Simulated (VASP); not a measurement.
Wanted: the native input for a VASP 6.6.1 run.

```
Task                    : single point
Functional              : PBEsol
Potentials or basis     : VASP PAW PBE potentials, release 64 (Co)
Cutoff                  : 520 eV
k mesh                  : 8 × 7 × 8
Occupations             : fermi-dirac, width 0.05 eV
Spin                    : collinear spin, ferromagnetic start
Starting moments        : [2.0] μB
Dipole correction       : no
k mesh for the DOS      : 12 × 11 × 12
Occupations for the DOS : tetrahedron
Further INCAR settings  : ALGO = Fast; EDIFF = 1e-06
```

Co:

```
Co
1.0
    -1.41457    1.39291    1.39216
     1.44298   -1.37513    1.40278
     1.41127    1.37182   -1.37438
Co
1
Direct
  0.00000 0.00000 0.00000
```

These files were run (other wordings do the same):

POSCAR

```
Co
1.0
   -1.4145745000      1.3929095500      1.3921574700
    1.4429802800     -1.3751271500      1.4027808400
    1.4112696000      1.3718222500     -1.3743750600
Co
1
Direct
    0.0000000000      0.0000000000      0.0000000000
```

INCAR.step1

```
SYSTEM = Co
PREC = Accurate
ENCUT = 520
EDIFF = 1E-6
ISMEAR = -1
SIGMA = 0.05
LREAL = .FALSE.
LASPH = .TRUE.
NELM = 150
ALGO = Fast
ISIF = 2
LWAVE = .FALSE.
LCHARG = .TRUE.
ISPIN = 2
MAGMOM = 2
LMAXMIX = 4
GGA = PS
NBANDS = 14
```

KPOINTS.step1

```
Automatic mesh
0
G
  8 7 8
  0 0 0
```

INCAR.step2

```
SYSTEM = Co
PREC = Accurate
ENCUT = 520
EDIFF = 1E-6
ISMEAR = -5
SIGMA = 0.05
LREAL = .FALSE.
LASPH = .TRUE.
NELM = 150
ALGO = Fast
ISIF = 2
LWAVE = .FALSE.
LCHARG = .FALSE.
ISPIN = 2
MAGMOM = 2
LORBIT = 11
LMAXMIX = 4
GGA = PS
NEDOS = 2001
ICHARG = 11
```

KPOINTS.step2

```
Automatic mesh
0
G
  12 11 12
  0 0 0
```

Potentials or basis: VASP PAW PBE potentials, release 64 (Co).

The run is started by

```sh
$ cat potpaw_PBE.64/Co/POTCAR > POTCAR
$ cp INCAR.step1 INCAR
$ cp KPOINTS.step1 KPOINTS
$ mpirun -np 1 vasp_std > vasp.out
$ cp INCAR.step2 INCAR
$ cp KPOINTS.step2 KPOINTS
$ mpirun -np 1 vasp_std > vasp.out
```

It gave:

```json
{
 "Net moment": "1.80 μB per cell",
 "Site moments": "Co +1.73 μB",
 "Valence electrons inside the program's atomic spheres": "Co 8.24"
}
```

Caveat: the k points lie up to 0.43 Å⁻¹ apart.

Wall time 89 s on 1 thread of Intel(R) Xeon(R) Platinum 8488C (Sapphire Rapids), on a shared host, peak memory 0.25 GiB.
